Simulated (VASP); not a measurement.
# H5C10Cl in VASP: notebook

The runs below take H5C10Cl through single point, with PBEsol.

All numbers are computed with VASP 6.6.1; they aren't measurements. Logs are shortened: lines on timing, memory, paths and dates and some standing lists are left out, and cuts for length are marked.

## Step 1: The cell of the first run

The cell holds a slab with vacuum, 32 atoms: a = 5.049 Å, b = 5.049 Å, c = 16.836 Å, α = 90.00°, β = 90.00°, γ = 90.00°.

## Step 2: Single point, PBEsol

Contents of INCAR:

```
SYSTEM = H5C10Cl
PREC = Accurate
ENCUT = 520
EDIFF = 1E-7
ISMEAR = 0
SIGMA = 0.05
LREAL = Auto
LASPH = .True.
NELM = 60
ALGO = Normal
ISIF = 2
LWAVE = .False.
LCHARG = .False.
GGA = PS
NBANDS = 74
```

Contents of KPOINTS:

```
Automatic mesh
0
Gamma
  2 2 1
  0 0 0
```

Contents of POSCAR:

```
H5C10Cl
1.0
    5.0487420000      0.0000000000      0.0000000000
    0.0000000000      5.0487420000      0.0000000000
    0.0000000000      0.0000000000     16.8355610000
H C Cl
10 20 2
Direct
    0.4277867635      0.0000000000      0.0593980801
    0.0722132365      0.0000000000      0.0593980801
    0.9277869616      0.0000000000      0.0593980801
    0.5722132365      0.0000000000      0.0593980801
    0.4277867635      0.5000000000      0.0593980801
    0.0722132365      0.5000000000      0.0593980801
    0.9277869616      0.5000000000      0.0593980801
    0.5722132365      0.5000000000      0.0593980801
    0.2483044291      0.4865309022      0.3665759638
    0.6997909578      0.4383361241      0.4011153534
    0.2500000990      0.0000000000      0.0970980415
    0.7500000990      0.0000000000      0.0970980415
    0.2500000990      0.5000000000      0.0970980415
    0.7500000990      0.5000000000      0.0970980415
    0.2500000990      0.2500000990      0.1501108279
    0.7500000990      0.2500000990      0.1501108279
    0.2500000990      0.7500000990      0.1501108279
    0.7500000990      0.7500000990      0.1501108279
    0.0022403601      0.2518350116      0.1977273582
    0.4947996947      0.2493086397      0.1986644817
   -0.0012765556      0.7497756867      0.2073703989
    0.4985336941      0.7480265381      0.2081729857
   -0.0012016855      0.0167051515      0.2556061541
    0.4943199712      0.0124771676      0.2585723755
   -0.0001301314      0.4831589731      0.2573747320
    0.4948220765      0.4810122997      0.2576169573
    0.2409174404      0.0906122753      0.3056852100
    0.7479104696      0.1123368950      0.2950026435
    0.2464047480      0.4100144155      0.3055967069
    0.7477595409      0.3892730110      0.2989138883
    0.1885709351     -0.0364978048      0.4028254835
    0.6020299710      0.4656175736      0.4765412332
```

Potentials or basis: VASP PAW PBE potentials, release 64 (H, C, Cl).

The run is started by

```console
$ cat potpaw_PBE.64/H/POTCAR potpaw_PBE.64/C/POTCAR potpaw_PBE.64/Cl/POTCAR > POTCAR
$ mpirun -np 1 vasp_std > vasp.out
```

OUTCAR:

```text
SYSTEM = H5C10Cl
   PREC = Accurate
   ENCUT = 520
   EDIFF = 1E-7
   ISMEAR = 0
   LREAL = Auto
   LASPH = .True.
   NELM = 60
   ISIF = 2
   GGA = PS

 ion  position               nearest neighbor table
   1  0.428  0.000  0.059-   4 0.73  11 1.10
   2  0.072  0.000  0.059-   3 0.73  11 1.10
   3  0.928  0.000  0.059-   2 0.73  12 1.10
   4  0.572  0.000  0.059-   1 0.73  12 1.10
   5  0.428  0.500  0.059-   8 0.73  13 1.10
   6  0.072  0.500  0.059-   7 0.73  13 1.10
   7  0.928  0.500  0.059-   6 0.73  14 1.10
   8  0.572  0.500  0.059-   5 0.73  14 1.10
   9  0.248  0.487  0.367-  29 1.10
  10  0.700  0.438  0.401-  32 1.37
  11  0.250  0.000  0.097-   1 1.10   2 1.10  17 1.55  15 1.55
  12  0.750  0.000  0.097-   4 1.10   3 1.10  18 1.55  16 1.55
  13  0.250  0.500  0.097-   5 1.10   6 1.10  15 1.55  17 1.55
  14  0.750  0.500  0.097-   8 1.10   7 1.10  16 1.55  18 1.55
  15  0.250  0.250  0.150-  20 1.48  19 1.49  13 1.55  11 1.55
  16  0.750  0.250  0.150-  19 1.50  20 1.53  14 1.55  12 1.55
[... 9 lines left out ...]
  26  0.495  0.481  0.258-  30 1.53  20 1.53  29 1.53  22 1.58
  27  0.241  0.091  0.306-  23 1.53  24 1.56  29 1.61  31 1.78
  28  0.748  0.112  0.295-  30 1.40  24 1.51  23 1.51
  29  0.246  0.410  0.306-   9 1.10  25 1.53  26 1.53  27 1.61
  30  0.748  0.389  0.299-  28 1.40  26 1.53  25 1.53
  31  0.189  0.964  0.403-  27 1.78
  32  0.602  0.466  0.477-  10 1.37

  LATTYP: Found a simple tetragonal cell.
 ALAT       =     5.0487420000
 C/A-ratio  =     3.3346051353

  Lattice vectors:

 A1 = (   5.0487420000,   0.0000000000,   0.0000000000)
 A2 = (   0.0000000000,   5.0487420000,   0.0000000000)
 A3 = (   0.0000000000,   0.0000000000,  16.8355610000)

Analysis of symmetry for initial positions (statically):
=====================================================================
 Subroutine PRICEL returns:
 Original cell was already a primitive cell.

 Routine SETGRP: Setting up the symmetry group for a
 simple tetragonal supercell.

 Subroutine GETGRP returns: Found  1 space group operations
 (whereof  1 operations were pure point group operations)
 out of a pool of 16 trial point group operations.

The static configuration has the point symmetry C_1 .

Analysis of symmetry for dynamics (positions and initial velocities):
=====================================================================
 Subroutine PRICEL returns:
 Original cell was already a primitive cell.

 Routine SETGRP: Setting up the symmetry group for a
 simple tetragonal supercell.

 Subroutine GETGRP returns: Found  1 space group operations
 (whereof  1 operations were pure point group operations)
 out of a pool of 16 trial point group operations.

The dynamic configuration has the point symmetry C_1 .

 Subroutine INISYM returns: Found  1 space group operations
 (whereof  1 operations are pure point group operations),
 and found     1 'primitive' translations

----------------------------------------------------------------------------------------

                                     Primitive cell

  volume of cell :     429.1350

  direct lattice vectors                    reciprocal lattice vectors
     5.048742000  0.000000000  0.000000000     0.198069143  0.000000000  0.000000000
     0.000000000  5.048742000  0.000000000     0.000000000  0.198069143  0.000000000
     0.000000000  0.000000000 16.835561000     0.000000000  0.000000000  0.059398080

  length of vectors
     5.048742000  5.048742000 16.835561000     0.198069143  0.198069143  0.059398080

  position of ions in fractional coordinates (direct lattice)
     0.427786764  0.000000000  0.059398080
     0.072213236  0.000000000  0.059398080
     0.927786962  0.000000000  0.059398080
     0.572213236  0.000000000  0.059398080
     0.427786764  0.500000000  0.059398080
     0.072213236  0.500000000  0.059398080
[... 24 lines left out ...]
     0.188570935  0.963502195  0.402825484
     0.602029971  0.465617574  0.476541233

  ion indices of the primitive-cell ions
   primitive index   ion index
                 1           1
                 2           2
                 3           3
                 4           4
                 5           5
                 6           6
[... 24 lines left out ...]
                31          31
                32          32

----------------------------------------------------------------------------------------

 KPOINTS: Automatic mesh

Automatic generation of k-mesh.
 Grid dimensions read from file:
 generate k-points for:    2    2    1

 Generating k-lattice:

  Cartesian coordinates                     Fractional coordinates (reciprocal lattice)
     0.099034571  0.000000000  0.000000000     0.500000000  0.000000000  0.000000000
     0.000000000  0.099034571  0.000000000     0.000000000  0.500000000  0.000000000
     0.000000000  0.000000000  0.059398080     0.000000000  0.000000000  1.000000000

  Length of vectors
     0.099034571  0.099034571  0.059398080

  Shift w.r.t. Gamma in fractional coordinates (k-lattice)
     0.000000000  0.000000000  0.000000000

 Subroutine IBZKPT returns following result:
 ===========================================

 Found      4 irreducible k-points:

 Following reciprocal coordinates:
            Coordinates               Weight
  0.000000  0.000000  0.000000      1.000000
  0.500000  0.000000  0.000000      1.000000
  0.000000  0.500000  0.000000      1.000000
  0.500000  0.500000  0.000000      1.000000
   k-points           NKPTS =      4   k-points in BZ     NKDIM =      4   number of bands    NBANDS=     74
   number of dos      NEDOS =    301   number of ions     NIONS =     32
   total plane-waves  NPLWV = 201600
   dimension x,y,z NGX =    40 NGY =   40 NGZ =  126
   dimension x,y,z NGXF=    80 NGYF=   80 NGZF=  252
   ions per type =              10  20   2
   NGX,Y,Z   is equivalent  to a cutoff of  13.17, 13.17, 12.44 a.u.
   NGXF,Y,Z  is equivalent  to a cutoff of  26.34, 26.34, 24.88 a.u.
 SYSTEM =  H5C10Cl
   PREC   = accura    normal or accurate (medium, high low for compatibility)
   ISTART =      0    job   : 0-new  1-cont  2-samecut
   ICHARG =      2    charge: 1-file 2-atom 10-const
   ISPIN  =      1    spin polarized calculation?
   LNONCOLLINEAR =      F non collinear calculations
   LSORBIT =      F    spin-orbit coupling
   LASPH  =      T    aspherical Exc in radial PAW
   ENCUT  =  520.0 eV  38.22 Ry    6.18 a.u.   9.39  9.39 31.30*2*pi/ulx,y,z
   NELM   =     60;   NELMIN=  2; NELMDL= -5     # of ELM steps
   EDIFF  = 0.1E-06   stopping-criterion for ELM
   LREAL  =      T    real-space projection
   EDIFFG = 0.1E-05   stopping-criterion for IOM
   NSW    =      0    number of steps for IOM
   IBRION =     -1    ionic relax: 0-MD 1-quasi-New 2-CG
   NFREE  =      0    steps in history (QN), initial steepest desc. (CG)
   ISIF   =      2    stress and relaxation
   ISYM   =      2    0-nonsym 1-usesym 2-fastsym
   POTIM  = 0.5000    time-step for ionic-motion
   TEBEG  =    0.0;   TEEND  =   0.0 temperature during run
   PSTRESS=    0.0 pullay stress
   NELECT =     104.0000    total number of electrons
   NUPDOWN=      -1.0000    fix difference up-down
   EMIN   =  10.00;   EMAX   =-10.00  energy-range for DOS
   EFERMI =   0.00;   METHOD = LEGACY
   ISMEAR =     0;   SIGMA  =   0.05  broadening in eV -4-tet -1-fermi 0-gaus
   EFERMI_NEDOS =   21; number of points for ismear=-14 and -15
   IALGO  =     38    algorithm
   IMIX   =      4    mixing-type and parameters
     AMIX     =   0.40;   BMIX     =  1.00
     AMIX_MAG =   1.60;   BMIX_MAG =  1.00
  volume/ion in A,a.u.               =      13.41        90.50
  Fermi-wavevector in a.u.,A,eV,Ry     =   1.020676  1.928798 14.174274  1.041780
  Thomas-Fermi vector in A             =   2.154259
   LORBIT       =      0    0 simple, 1 ext, 2 COOP (PROOUT), +10 PAW based schemes
   GGA     = PS    functional components
   LHFCALC =     F    Hartree Fock is set to
   AEXX    =    0.0000 exact exchange contribution
   IVDW    =     0    specifies the selected vdW correction
   LEPSILON=     F    determine dielectric tensor
   LRPA    =     F    only Hartree local field effects (RPA)
 non-spin polarized calculation
 Gauss-broadening in eV      SIGMA  =   0.05
  energy-cutoff  :      520.00
  volume of cell :      429.14
 maximum number of plane-waves:     11574
 NGX is ok and might be reduce to    40
   NGX = 19   NGY = 19   NGZ = 63

 number of electron     104.0000006 magnetization

 Free energy of the ion-electron system (eV)
  ---------------------------------------------------
  ext. energy  EPLUGINS =         0.00000000
  ---------------------------------------------------
  free energy    TOTEN  =      -213.87727911 eV

  energy without entropy =     -213.87727911  energy(sigma->0) =     -213.87727911

 E-fermi :   0.9595     XC(G=0):  -6.0833

 val. band max:        0.6646419146   @ k =   0.0000   0.5000   0.0000
 cond. band min:       1.3521071163   @ k =   0.0000   0.5000   0.0000
 fundamental gap:      0.6874652017
 Fermi energy:         0.9594810684

 k-point     1 :       0.0000    0.0000    0.0000
  band No.  band energies     occupation
      1     -20.8102      2.00000
      2     -18.5548      2.00000
      3     -16.6389      2.00000
      4     -16.4886      2.00000
      5     -16.0562      2.00000
      6     -15.9579      2.00000
[... 56 lines left out ...]
     63       5.9145      0.00000
     64       6.5083      0.00000

 k-point     2 :       0.5000    0.0000    0.0000
  band No.  band energies     occupation
      1     -19.7412      2.00000
      2     -19.6026      2.00000
      3     -17.5328      2.00000
      4     -17.3994      2.00000
      5     -15.9444      2.00000
      6     -14.9497      2.00000
[... 56 lines left out ...]
     63       6.4962      0.00000
     64       6.6185      0.00000

 k-point     3 :       0.0000    0.5000    0.0000
  band No.  band energies     occupation
      1     -20.3281      2.00000
      2     -18.7680      2.00000
      3     -17.8233      2.00000
      4     -16.5896      2.00000
      5     -16.0972      2.00000
      6     -15.9643      2.00000
[... 56 lines left out ...]
     63       6.5215      0.00000
     64       6.8716      0.00000

 k-point     4 :       0.5000    0.5000    0.0000
  band No.  band energies     occupation
      1     -19.3057      2.00000
      2     -19.0929      2.00000
      3     -17.6794      2.00000
      4     -17.5978      2.00000
      5     -16.9250      2.00000
      6     -16.6329      2.00000
[... 56 lines left out ...]
     63       6.9490      0.00000
     64       7.0763      0.00000
 [bands above 64 left out]

------------------------ aborting loop because EDIFF is reached ----------------------------------------

  FORCE on cell =-STRESS in cart. coord.  units (eV):
  Direction    XX          YY          ZZ          XY          YZ          ZX
  --------------------------------------------------------------------------------------
  -------------------------------------------------------------------------------------
  Total       73.0003941     -8.2326314     -4.2378946     -0.9250656      0.9615189      3.3822830
  in kB      272.5472713    -30.7365633    -15.8221968     -3.4537361      3.5898349     12.6277675
  external PRESSURE =      75.3295037 kB  Pullay stress =       0.0000000 kB

 VOLUME and BASIS-vectors are now :
 -----------------------------------------------------------------------------
  energy-cutoff  :      520.00
  volume of cell :      429.14
      direct lattice vectors                 reciprocal lattice vectors
     5.048742000  0.000000000  0.000000000     0.198069143  0.000000000  0.000000000
     0.000000000  5.048742000  0.000000000     0.000000000  0.198069143  0.000000000
     0.000000000  0.000000000 16.835561000     0.000000000  0.000000000  0.059398080

 POSITION                                       TOTAL-FORCE (eV/Angst)
 -----------------------------------------------------------------------------------
      2.15978      0.00000      1.00000        -8.962968     -0.056951      0.033735
      0.36459      0.00000      1.00000         8.965127     -0.066845      0.033129
      4.68416      0.00000      1.00000        -8.945368     -0.048404      0.044025
      2.88896      0.00000      1.00000         8.957056     -0.039266      0.038011
      2.15978      2.52437      1.00000        -8.951222      0.058852      0.025216
      0.36459      2.52437      1.00000         8.959464      0.047198      0.034527
[... 24 lines left out ...]
      0.95205      4.86447      6.78179         0.461902      0.018013     -0.022325
      3.03949      2.35078      8.02284         0.321563      0.108892     -0.116552
 -----------------------------------------------------------------------------------
    total drift:                                0.017336     -0.005739     -0.032879

  FREE ENERGIE OF THE ION-ELECTRON SYSTEM (eV)
  ---------------------------------------------------
  free  energy   TOTEN  =      -213.8772791128 eV

  energy  without entropy=     -213.8772791128  energy(sigma->0) =     -213.87727911
```

Wall time 9.6 min (1 thread of Intel Xeon 8259CL, shared host); peak memory 0.48 GiB.

What came out:

```yaml
Free_energy: -213.8773 eV
Largest_force: 8.965 eV/Å
Band_gap_on_the_k_mesh: 0.69 eV
```

Forces on the atoms (eV/Å):
```
H   -8.963 -0.057  0.034
H    8.965 -0.067  0.033
H   -8.945 -0.048  0.044
H    8.957 -0.039  0.038
H   -8.951  0.059  0.025
H    8.959  0.047  0.035
H   -8.941  0.030  0.052
H    8.953  0.054  0.020
H   -0.020  0.062 -0.007
H   -0.125 -0.020  0.389
C    0.021 -0.188  1.173
C   -0.054 -0.138  1.273
C    0.071  0.195  1.165
C   -0.139  0.132  1.263
C   -0.141 -0.079 -3.868
C   -0.297  0.013 -3.020
C   -0.101 -0.085  0.702
C   -0.141 -0.051  0.695
C    0.018 -0.016 -0.001
C   -0.004  0.000 -0.024
C   -0.013 -0.005  0.029
C    0.021  0.004  0.000
C    0.013 -0.038  0.046
C   -0.010  0.012 -0.049
C    0.022  0.045  0.020
C   -0.012  0.068  0.017
C    0.043 -0.028  0.118
C    0.009 -0.019  0.035
C    0.007  0.015  0.003
C    0.015  0.016 -0.101
Cl   0.462  0.018 -0.022
Cl   0.322  0.109 -0.117
```

Caveat: the k points lie up to 0.62 Å⁻¹ apart; there is no dipole correction, which matters where the two faces differ; semilocal functionals underestimate gaps, and a narrow one can read as zero; the PAW data sets were made with another functional, which shifts forces and pressure a little.

## Step 3: Single point, PBEsol

Contents of INCAR:

```
PREC = Accurate
ENCUT = 520
EDIFF = 1E-6
ISMEAR = 0
SIGMA = 0.05
LREAL = Auto
LASPH = True
NELM = 80
ALGO = Normal
ISIF = 2
LWAVE = False
LCHARG = False
GGA = PS
NBANDS = 74
```

Contents of KPOINTS:

```
regular mesh
0
Gamma
  2 2 1
```

Contents of POSCAR:

```
H5C10Cl
1.0
    5.0487420000      0.0000000000      0.0000000000
    0.0000000000      5.0487420000      0.0000000000
    0.0000000000      0.0000000000     16.8355610000
H C Cl
10 20 2
Direct
    0.4277869616      0.0000000000      0.0593980801
    0.0722132365      0.0000000000      0.0593980801
    0.9277869616      0.0000000000      0.0593980801
    0.5722132365      0.0000000000      0.0593980801
    0.4277869616      0.5000000000      0.0593980801
    0.0722132365      0.5000000000      0.0593980801
    0.9277869616      0.5000000000      0.0593980801
    0.5722132365      0.5000000000      0.0593980801
    0.2491363195      0.4890980763      0.3664012147
    0.7205323623      0.3839308881      0.4259089436
    0.2500000990      0.0000000000      0.0970980415
    0.7500000990      0.0000000000      0.0970980415
    0.2500000990      0.5000000000      0.0970980415
    0.7500000990      0.5000000000      0.0970980415
    0.2500000990      0.2500000990      0.1501108279
    0.7500000990      0.2500000990      0.1501108279
    0.2500000990      0.7500000990      0.1501108279
    0.7500000990      0.7500000990      0.1501108279
    0.0034061950      0.2505945045      0.1980491770
    0.4953239837      0.2498256001      0.1983637492
   -0.0005496419      0.7498418418      0.2077226889
    0.4993012121      0.7493274562      0.2079776849
    0.0005708353      0.0163688301      0.2568484650
    0.4963511703      0.0151067335      0.2577773322
    0.0015306783      0.4833899217      0.2573845327
    0.4962620391      0.4827808591      0.2574986364
    0.2465946963      0.0909656306      0.3055876190
    0.7488722933      0.1128187972      0.2963103516
    0.2485514213      0.4104812644      0.3056458885
    0.7489863812      0.3880798425      0.2971427563
    0.2294545849     -0.0352535344      0.4039377126
    0.6470195942      0.4589830496      0.4974302312
```

Potentials or basis: VASP PAW PBE potentials, release 64 (H, C, Cl).

The run is started by

```console
$ cat potpaw_PBE.64/H/POTCAR potpaw_PBE.64/C/POTCAR potpaw_PBE.64/Cl/POTCAR > POTCAR
$ mpirun -np 1 vasp_std > vasp.out
```

Run time: 8.2 min. Hardware: 1 thread of Intel Xeon 8259CL, shared host; peak memory 0.48 GiB.

It converged, with:

| Item | Value |
| --- | --- |
| Free energy | -214.0490 eV |
| Largest force | 8.964 eV/Å |
| Band gap on the k mesh | 0.89 eV |

Forces on the atoms (eV/Å):
```
H   -8.961 -0.058  0.033
H    8.963 -0.061  0.033
H   -8.946 -0.045  0.042
H    8.951 -0.043  0.040
H   -8.957  0.060  0.030
H    8.960  0.056  0.032
H   -8.942  0.039  0.044
H    8.949  0.047  0.033
H    0.006  0.022 -0.002
H   -0.051  0.007  0.113
C    0.006 -0.191  1.170
C   -0.019 -0.134  1.274
C    0.020  0.190  1.171
C   -0.048  0.125  1.287
C   -0.073 -0.023 -3.912
C   -0.118 -0.036 -2.971
C   -0.047 -0.019  0.730
C   -0.062  0.005  0.731
C    0.001 -0.010  0.000
C    0.018  0.002 -0.007
C   -0.005 -0.009 -0.007
C    0.015 -0.008 -0.011
C    0.016 -0.038  0.008
C    0.003 -0.028 -0.014
C    0.013  0.047  0.011
C   -0.003  0.055  0.004
C    0.015 -0.037  0.143
C    0.012 -0.032  0.053
C    0.006  0.013  0.040
C    0.007  0.044  0.032
Cl   0.161  0.043 -0.073
Cl   0.108  0.016 -0.057
```

Levels at points of the mesh, in eV from the valence-band top:
```csv
k point,band 48,band 49,band 50,band 51,band 52,band 53,band 54,band 55,band 56,band 57
"(0.00, 0.00, 0.00)",-2.32,-2.16,-1.39,-0.53,-0.09,1.08,2.57,3.65,3.86,3.89
"(0.50, 0.00, 0.00)",-2.45,-2.34,-2.22,-2.11,-1.30,1.37,3.67,3.73,3.95,4.66
"(0.00, 0.50, 0.00)",-2.44,-2.30,-1.25,-0.29,0.00,0.89,3.38,3.40,3.67,3.75
"(0.50, 0.50, 0.00)",-2.91,-2.46,-2.30,-2.23,-1.05,1.30,3.91,4.27,4.34,4.40
```

Caveat: the k points lie up to 0.62 Å⁻¹ apart; there is no dipole correction, which matters where the two faces differ; the PAW data sets were made with another functional, which shifts forces and pressure a little.
